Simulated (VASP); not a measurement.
# ZnF2 (P4_2/mnm) in VASP: further runs

ZnF2 is run at these levels: PBE; tasks: single point, relaxation of cell and atoms.

Program: VASP 6.6.1. These are calculated values, not measurements. Logs are shortened: lines on timing, memory, paths and dates and some standing lists are left out, and cuts for length are marked.

### Step 1. The cell of the first run

Symmetry: P4_2/mnm, No. 136, tetragonal system. Conventional cell: a = 4.801 Å, b = 4.801 Å, c = 3.174 Å, α = 90.00°, β = 90.00°, γ = 90.00°. Within 2.7 Å of Zn (site symmetry mmm) lie 6 F at 2.07 Å. F (site symmetry m2m) has 3 Zn at 2.07 Å and 1 F at 2.66 Å within 2.7 Å.

### Step 2. Single point, PBE

File INCAR:

```
SYSTEM = ZnF2
  PREC = Accurate
  ENCUT = 600
  EDIFF = 1E-6
  ISMEAR = 0
  SIGMA = 0.01
  LREAL = .FALSE.
  LASPH = .TRUE.
  NELM = 120
  ALGO = Normal
  ISIF = 2
  LWAVE = .FALSE.
  LCHARG = .FALSE.
  GGA = PE
  NBANDS = 35
  GGA_COMPAT = .FALSE.
```

File KPOINTS:

```
regular mesh
0
G
  6 6 9
  0 0 0
```

File POSCAR:

```
ZnF2
1.0
    4.8014843618      0.0000000000      0.0000000000
    0.0000000000      4.8014843618      0.0000000000
    0.0000000000      0.0000000000      3.1740297076
Zn F
2 4
Direct
    0.0000000000      0.0000000000      0.0000000000
    0.5000000000      0.5000000000      0.5000000000
    0.3044200103      0.3044200103      0.0000000000
    0.6955799897      0.6955799897      0.0000000000
    0.1955799897      0.8044200103      0.5000000000
    0.8044200103      0.1955799897      0.5000000000
```

Potentials or basis: VASP PAW PBE potentials, release 64 (Zn, F).

Run with:

```sh
$ cat potpaw_PBE.64/Zn/POTCAR potpaw_PBE.64/F/POTCAR > POTCAR
$ mpirun -np 1 vasp_std > vasp.out
```

OUTCAR:

```text
SYSTEM = ZnF2
   PREC = Accurate
   ENCUT = 600
   EDIFF = 1E-6
   ISMEAR = 0
   LREAL = .FALSE.
   LASPH = .TRUE.
   NELM = 120
   ISIF = 2
   GGA = PE

 ion  position               nearest neighbor table
   1  0.000  0.000  0.000-   3 2.07   4 2.07   5 2.07   6 2.07   5 2.07   6 2.07
   2  0.500  0.500  0.500-   5 2.07   6 2.07   3 2.07   4 2.07   3 2.07   4 2.07
   3  0.304  0.304  0.000-   1 2.07   2 2.07   2 2.07
   4  0.696  0.696  0.000-   1 2.07   2 2.07   2 2.07
   5  0.196  0.804  0.500-   2 2.07   1 2.07   1 2.07
   6  0.804  0.196  0.500-   2 2.07   1 2.07   1 2.07

  LATTYP: Found a simple tetragonal cell.
 ALAT       =     4.8014843618
 C/A-ratio  =     0.6610517641

  Lattice vectors:

 A1 = (   4.8014843618,   0.0000000000,   0.0000000000)
 A2 = (   0.0000000000,   4.8014843618,   0.0000000000)
 A3 = (   0.0000000000,   0.0000000000,   3.1740297076)

Analysis of symmetry for initial positions (statically):
=====================================================================
 Subroutine PRICEL returns:
 Original cell was already a primitive cell.

 Routine SETGRP: Setting up the symmetry group for a
 simple tetragonal supercell.

 Subroutine GETGRP returns: Found 16 space group operations
 (whereof  8 operations were pure point group operations)
 out of a pool of 16 trial point group operations.

The static configuration has the point symmetry D_2h.
 The point group associated with its full space group is D_4h.

Analysis of symmetry for dynamics (positions and initial velocities):
=====================================================================
 Subroutine PRICEL returns:
 Original cell was already a primitive cell.

 Routine SETGRP: Setting up the symmetry group for a
 simple tetragonal supercell.

 Subroutine GETGRP returns: Found 16 space group operations
 (whereof  8 operations were pure point group operations)
 out of a pool of 16 trial point group operations.

The dynamic configuration has the point symmetry D_2h.
 The point group associated with its full space group is D_4h.

 Subroutine INISYM returns: Found 16 space group operations
 (whereof  8 operations are pure point group operations),
 and found     1 'primitive' translations

----------------------------------------------------------------------------------------

                                     Primitive cell

  volume of cell :      73.1749

  direct lattice vectors                    reciprocal lattice vectors
     4.801484362  0.000000000  0.000000000     0.208268928  0.000000000  0.000000000
     0.000000000  4.801484362  0.000000000     0.000000000  0.208268928  0.000000000
     0.000000000  0.000000000  3.174029708     0.000000000  0.000000000  0.315056913

  length of vectors
     4.801484362  4.801484362  3.174029708     0.208268928  0.208268928  0.315056913

  position of ions in fractional coordinates (direct lattice)
     0.000000000  0.000000000  0.000000000
     0.500000000  0.500000000  0.500000000
     0.304420010  0.304420010  0.000000000
     0.695579990  0.695579990  0.000000000
     0.195579990  0.804420010  0.500000000
     0.804420010  0.195579990  0.500000000

  ion indices of the primitive-cell ions
   primitive index   ion index
                 1           1
                 2           2
                 3           3
                 4           4
                 5           5
                 6           6

----------------------------------------------------------------------------------------

 KPOINTS: regular mesh

Automatic generation of k-mesh.
 Grid dimensions read from file:
 generate k-points for:    6    6    9

 Generating k-lattice:

  Cartesian coordinates                     Fractional coordinates (reciprocal lattice)
     0.034711488  0.000000000  0.000000000     0.166666667  0.000000000  0.000000000
     0.000000000  0.034711488  0.000000000     0.000000000  0.166666667  0.000000000
     0.000000000  0.000000000  0.035006324     0.000000000  0.000000000  0.111111111

  Length of vectors
     0.034711488  0.034711488  0.035006324

  Shift w.r.t. Gamma in fractional coordinates (k-lattice)
     0.000000000  0.000000000  0.000000000

 Subroutine IBZKPT returns following result:
 ===========================================

 Found     50 irreducible k-points:

 Following reciprocal coordinates:
            Coordinates               Weight
  0.000000  0.000000  0.000000      1.000000
  0.166667  0.000000  0.000000      4.000000
  0.333333  0.000000  0.000000      4.000000
  0.500000  0.000000  0.000000      2.000000
  0.166667  0.166667  0.000000      4.000000
  0.333333  0.166667  0.000000      8.000000
[... 16 lines left out ...]
  0.333333  0.000000  0.222222      8.000000
  0.500000  0.000000  0.222222      4.000000
 [... further k-points ...]
   k-points           NKPTS =     50   k-points in BZ     NKDIM =     50   number of bands    NBANDS=     35
   number of dos      NEDOS =    301   number of ions     NIONS =      6
   total plane-waves  NPLWV =  44800
   dimension x,y,z NGX =    40 NGY =   40 NGZ =   28
   dimension x,y,z NGXF=    80 NGYF=   80 NGZF=   56
   ions per type =               2   4
   NGX,Y,Z   is equivalent  to a cutoff of  13.85, 13.85, 14.67 a.u.
   NGXF,Y,Z  is equivalent  to a cutoff of  27.70, 27.70, 29.33 a.u.
 SYSTEM =  ZnF2
   PREC   = accura    normal or accurate (medium, high low for compatibility)
   ISTART =      0    job   : 0-new  1-cont  2-samecut
   ICHARG =      2    charge: 1-file 2-atom 10-const
   ISPIN  =      1    spin polarized calculation?
   LNONCOLLINEAR =      F non collinear calculations
   LSORBIT =      F    spin-orbit coupling
   LASPH  =      T    aspherical Exc in radial PAW
   ENCUT  =  600.0 eV  44.10 Ry    6.64 a.u.   9.59  9.59  6.34*2*pi/ulx,y,z
   NELM   =    120;   NELMIN=  2; NELMDL= -5     # of ELM steps
   EDIFF  = 0.1E-05   stopping-criterion for ELM
   LREAL  =      F    real-space projection
   EDIFFG = 0.1E-04   stopping-criterion for IOM
   NSW    =      0    number of steps for IOM
   IBRION =     -1    ionic relax: 0-MD 1-quasi-New 2-CG
   NFREE  =      0    steps in history (QN), initial steepest desc. (CG)
   ISIF   =      2    stress and relaxation
   ISYM   =      2    0-nonsym 1-usesym 2-fastsym
   POTIM  = 0.5000    time-step for ionic-motion
   TEBEG  =    0.0;   TEEND  =   0.0 temperature during run
   PSTRESS=    0.0 pullay stress
   NELECT =      52.0000    total number of electrons
   NUPDOWN=      -1.0000    fix difference up-down
   EMIN   =  10.00;   EMAX   =-10.00  energy-range for DOS
   EFERMI =   0.00;   METHOD = LEGACY
   ISMEAR =     0;   SIGMA  =   0.01  broadening in eV -4-tet -1-fermi 0-gaus
   EFERMI_NEDOS =   21; number of points for ismear=-14 and -15
   IALGO  =     38    algorithm
   IMIX   =      4    mixing-type and parameters
     AMIX     =   0.40;   BMIX     =  1.00
     AMIX_MAG =   1.60;   BMIX_MAG =  1.00
  volume/ion in A,a.u.               =      12.20        82.30
  Fermi-wavevector in a.u.,A,eV,Ry     =   1.460905  2.760710 29.038139  2.134243
  Thomas-Fermi vector in A             =   2.577299
   LORBIT       =      0    0 simple, 1 ext, 2 COOP (PROOUT), +10 PAW based schemes
   GGA     = PE    functional components
   LHFCALC =     F    Hartree Fock is set to
   AEXX    =    0.0000 exact exchange contribution
   IVDW    =     0    specifies the selected vdW correction
   LEPSILON=     F    determine dielectric tensor
   LRPA    =     F    only Hartree local field effects (RPA)
 non-spin polarized calculation
 Gauss-broadening in eV      SIGMA  =   0.01
  energy-cutoff  :      600.00
  volume of cell :       73.17
 maximum number of plane-waves:      2465
 NGX is ok and might be reduce to    40
   NGX = 19   NGY = 19   NGZ = 13

 number of electron      51.9999974 magnetization

 Free energy of the ion-electron system (eV)
  ---------------------------------------------------
  ext. energy  EPLUGINS =         0.00000000
  ---------------------------------------------------
  free energy    TOTEN  =       -23.25247027 eV

  energy without entropy =      -23.25247027  energy(sigma->0) =      -23.25247027

 E-fermi :  -1.6726     XC(G=0):  -9.9923

 val. band max:       -1.7183272166   @ k =   0.0000   0.0000   0.0000
 cond. band min:       1.7408497308   @ k =   0.0000   0.0000   0.0000
 fundamental gap:      3.4591769474
 Fermi energy:        -1.6726379427

 k-point     1 :       0.0000    0.0000    0.0000
  band No.  band energies     occupation
      1     -23.1157      2.00000
      2     -22.4360      2.00000
      3     -22.4360      2.00000
      4     -22.4125      2.00000
      5      -7.4272      2.00000
      6      -6.6628      2.00000
[... 27 lines left out ...]
     34      12.9403      0.00000
     35      13.2452      0.00000

 k-point     2 :       0.1667    0.0000    0.0000
  band No.  band energies     occupation
      1     -23.0787      2.00000
      2     -22.5233      2.00000
      3     -22.4281      2.00000
      4     -22.3746      2.00000
      5      -7.3038      2.00000
      6      -6.6209      2.00000
[... 27 lines left out ...]
     34      13.6149      0.00000
     35      13.7356      0.00000

 k-point     3 :       0.3333    0.0000    0.0000
  band No.  band energies     occupation
      1     -22.9750      2.00000
      2     -22.6646      2.00000
      3     -22.4075      2.00000
      4     -22.3666      2.00000
      5      -6.9741      2.00000
      6      -6.5330      2.00000
[... 27 lines left out ...]
     34      14.1455      0.00000
     35      14.3142      0.00000

 k-point     4 :       0.5000    0.0000    0.0000
  band No.  band energies     occupation
      1     -22.8264      2.00000
      2     -22.8264      2.00000
      3     -22.3827      2.00000
      4     -22.3827      2.00000
      5      -6.6087      2.00000
      6      -6.6087      2.00000
[... 27 lines left out ...]
     34      13.8055      0.00000
     35      14.7182      0.00000

 k-point     5 :       0.1667    0.1667    0.0000
  band No.  band energies     occupation
      1     -23.0438      2.00000
      2     -22.5542      2.00000
      3     -22.4450      2.00000
      4     -22.3658      2.00000
      5      -7.2289      2.00000
      6      -6.5643      2.00000
[... 638 lines left out ...]
 k-point    22 :       0.1667    0.0000    0.2222
  band No.  band energies     occupation
      1     -22.9479      2.00000
      2     -22.4994      2.00000
      3     -22.4140      2.00000
      4     -22.3900      2.00000
      5      -6.9639      2.00000
      6      -6.4607      2.00000
[... 27 lines left out ...]
     34      12.6207      0.00000
     35      12.8934      0.00000

 k-point    23 :       0.3333    0.0000    0.2222
  band No.  band energies     occupation
      1     -22.8617      2.00000
      2     -22.6095      2.00000
      3     -22.4029      2.00000
      4     -22.3823      2.00000
      5      -6.6925      2.00000
      6      -6.3098      2.00000
[... 27 lines left out ...]
     34      12.8024      0.00000
     35      13.3462      0.00000

 k-point    24 :       0.5000    0.0000    0.2222
  band No.  band energies     occupation
      1     -22.7396      2.00000
      2     -22.7396      2.00000
      3     -22.3899      2.00000
      4     -22.3899      2.00000
      5      -6.3534      2.00000
      6      -6.3534      2.00000
[... 27 lines left out ...]
     34      12.5227      0.00000
     35      14.4370      0.00000

 [... further k-points ...]
[... 5 lines left out ...]
  --------------------------------------------------------------------------------------
  -------------------------------------------------------------------------------------
  Total        0.1029431      0.1029431      0.2472050      0.0000000      0.0000000      0.0000000
  in kB        2.2539587      2.2539587      5.4125991      0.0000000      0.0000000      0.0000000
  external PRESSURE =       3.3068388 kB  Pullay stress =       0.0000000 kB

 VOLUME and BASIS-vectors are now :
 -----------------------------------------------------------------------------
  energy-cutoff  :      600.00
  volume of cell :       73.17
      direct lattice vectors                 reciprocal lattice vectors
     4.801484362  0.000000000  0.000000000     0.208268928  0.000000000  0.000000000
     0.000000000  4.801484362  0.000000000     0.000000000  0.208268928  0.000000000
     0.000000000  0.000000000  3.174029708     0.000000000  0.000000000  0.315056913

 POSITION                                       TOTAL-FORCE (eV/Angst)
 -----------------------------------------------------------------------------------
      0.00000      0.00000      0.00000         0.000000      0.000000      0.000000
      2.40074      2.40074      1.58701         0.000000      0.000000      0.000000
      1.46167      1.46167      0.00000        -0.010856     -0.010856     -0.000000
      3.33982      3.33982      0.00000         0.010856      0.010856      0.000000
      0.93907      3.86241      1.58701         0.010856     -0.010856      0.000000
      3.86241      0.93907      1.58701        -0.010856      0.010856      0.000000
 -----------------------------------------------------------------------------------
    total drift:                               -0.000000      0.000000     -0.000000

  FREE ENERGIE OF THE ION-ELECTRON SYSTEM (eV)
  ---------------------------------------------------
  free  energy   TOTEN  =       -23.2524702655 eV

  energy  without entropy=      -23.2524702655  energy(sigma->0) =      -23.25247027
```

Run time: 1.7 min. Hardware: 1 thread of Intel Xeon Platinum 8488C (Sapphire Rapids), shared host; peak memory 0.27 GiB.

Results:

```yaml
Free_energy: -23.2525 eV
Pressure: 0.3 GPa
Largest_force: 0.015 eV/Å
Band_gap_on_the_k_mesh: 3.46 eV
```

Forces on the atoms (eV/Å):
```
Zn   0.000  0.000  0.000
Zn   0.000  0.000  0.000
F   -0.011 -0.011  0.000
F    0.011  0.011  0.000
F    0.011 -0.011  0.000
F   -0.011  0.011  0.000
```

Stress tensor (GPa, compression positive):
```
0.23 0.00 0.00
0.00 0.23 0.00
0.00 0.00 0.54
```

Levels at points of the mesh, in eV from the valence-band top:
```csv
k point,band 22,band 23,band 24,band 25,band 26,band 27,band 28,band 29,band 30,band 31
"(0.00, 0.00, 0.00)",-1.23,-0.89,-0.23,-0.23,0.00,3.46,9.04,9.67,9.67,13.40
"(0.50, 0.00, 0.00)",-1.31,-0.55,-0.55,-0.30,-0.30,5.97,5.97,10.54,10.54,12.73
"(0.50, 0.50, 0.00)",-1.53,-1.03,-1.03,-0.24,-0.24,6.81,6.81,9.17,9.17,14.24
```

Caveat: an odd mesh through Γ misses points on the zone boundary, where band edges can lie.

### Step 3. Relaxation of cell and atoms, PBE

This run uses another cell than the first one, of 11.56 Å³/atom.

File INCAR:

```
PREC     = Accurate       # precision mode
ENCUT    = 600            # plane-wave cutoff, eV
EDIFF    = 1E-7           # SCF threshold, eV
ISMEAR   = 0              # smearing method
SIGMA    = 0.01           # smearing width, eV
LREAL    = False          # projectors in reciprocal space
LASPH    = True           # aspherical terms in the spheres
NELM     = 120            # most SCF steps
ALGO     = Normal         # electronic algorithm
ISIF     = 3              # what is computed and relaxed
LWAVE    = False          # write WAVECAR
LCHARG   = False          # write CHGCAR
GGA      = PE             # functional
IBRION   = 2              # ionic algorithm
NSW      = 80             # ionic steps
EDIFFG   = -0.001         # ionic threshold
GGA_COMPAT= False        
NELMIN   = 4
```

File KPOINTS:

```
Automatic mesh
0
Gamma
  6 6 9
```

File POSCAR:

```
ZnF2
1.0
    4.7040000000      0.0000000000      0.0000000000
    0.0000000000      4.7040000000      0.0000000000
    0.0000000000      0.0000000000      3.1340000000
Zn F
2 4
Direct
    0.0000000000      0.0000000000      0.0000000000
    0.5000000000      0.5000000000      0.5000000000
    0.3030000000      0.3030000000      0.0000000000
    0.6970000000      0.6970000000      0.0000000000
    0.1970000000      0.8030000000      0.5000000000
    0.8030000000      0.1970000000      0.5000000000
```

Potentials or basis: VASP PAW PBE potentials, release 64 (Zn, F).

Run with:

```sh
$ cat potpaw_PBE.64/Zn/POTCAR potpaw_PBE.64/F/POTCAR > POTCAR
$ mpirun -np 1 vasp_std > vasp.out
```

Wall time 14 min (1 thread of Intel Xeon Platinum 8488C (Sapphire Rapids), shared host); peak memory 0.27 GiB.

Results (log left out):

```
Free energy                           : -23.2419 eV
Relaxed volume                        : 12.24 Å³/atom
Relaxed cell                          : a = 4.802 Å, b = 4.802 Å, c = 3.184 Å, α = 90.00°, β = 90.00°, γ = 90.00°
Space group after relaxing (to 0.1 Å) : P4_2/mnm (No. 136)
Energy gained by relaxing             : 12.8 meV/atom
Ionic steps                           : 23
Pressure after relaxing               : 0.0 GPa
Band gap on the k mesh                : 3.44 eV
```

The path:
| step | energy change (eV) | largest force (eV/Å) | pressure (GPa) | volume (Å³) |
| --- | --- | --- | --- | --- |
| 1 | 0.0000 | 0.0234 | 6.48 | 69.35 |
| 2 | -0.0717 | 0.0783 | -1.19 | 74.15 |
| 3 | -0.0752 | 0.0621 | 0.05 | 73.24 |
| 4 | -0.0752 | 0.0636 | -0.07 | 73.32 |
| 5 | -0.0761 | 0.0441 | -0.04 | 73.37 |
| 6 | -0.0770 | 0.0038 | -0.05 | 73.49 |
| 7 | -0.0770 | 0.0032 | -0.09 | 73.49 |
| 8 | -0.0767 | 0.0202 | -0.10 | 73.43 |
| 9 | -0.0770 | 0.0019 | -0.04 | 73.49 |
| 10 | -0.0770 | 0.0017 | 0.00 | 73.44 |
| 11 | -0.0770 | 0.0012 | 0.01 | 73.43 |
| 12 | -0.0770 | 0.0014 | 0.00 | 73.42 |
| 13 | -0.0770 | 0.0011 | 0.03 | 73.40 |
| 14 | -0.0770 | 0.0012 | 0.04 | 73.41 |
| 15 | -0.0770 | 0.0014 | 0.04 | 73.42 |
| 16 | -0.0770 | 0.0015 | 0.01 | 73.42 |
| 17 | -0.0770 | 0.0005 | 0.02 | 73.43 |
| 18 | -0.0770 | 0.0024 | -0.05 | 73.46 |
| 19 | -0.0770 | 0.0005 | -0.03 | 73.44 |
| 20 | -0.0770 | 0.0002 | 0.01 | 73.44 |
| 21 | -0.0770 | 0.0004 | -0.02 | 73.44 |
| 22 | -0.0770 | 0.0002 | -0.01 | 73.44 |
| 23 | -0.0770 | 0.0001 | -0.01 | 73.43 |

Final structure:
```
Zn F
1.0
     4.80241    0.00000    0.00000
     0.00000    4.80241    0.00000
     0.00000    0.00000    3.18396
Zn F
2 4
Direct
  0.00000 0.00000 0.00000
  0.50000 0.50000 0.50000
  0.30425 0.30425 0.00000
  0.69575 0.69575 0.00000
  0.19575 0.80425 0.50000
  0.80425 0.19575 0.50000
```

Levels at points of the mesh, in eV from the valence-band top:
| k point | band 23 | band 24 | band 25 | band 26 | band 27 | band 28 | band 29 | band 30 |
| --- | --- | --- | --- | --- | --- | --- | --- | --- |
| (0.00, 0.00, 0.00) | -0.87 | -0.24 | -0.24 | 0.00 | 3.44 | 9.00 | 9.66 | 9.66 |
| (0.50, 0.00, 0.00) | -0.54 | -0.54 | -0.31 | -0.31 | 5.95 | 5.95 | 10.52 | 10.52 |
| (0.50, 0.50, 0.00) | -1.02 | -1.02 | -0.26 | -0.26 | 6.78 | 6.78 | 9.16 | 9.16 |

Caveat: an odd mesh through Γ misses points on the zone boundary, where band edges can lie.
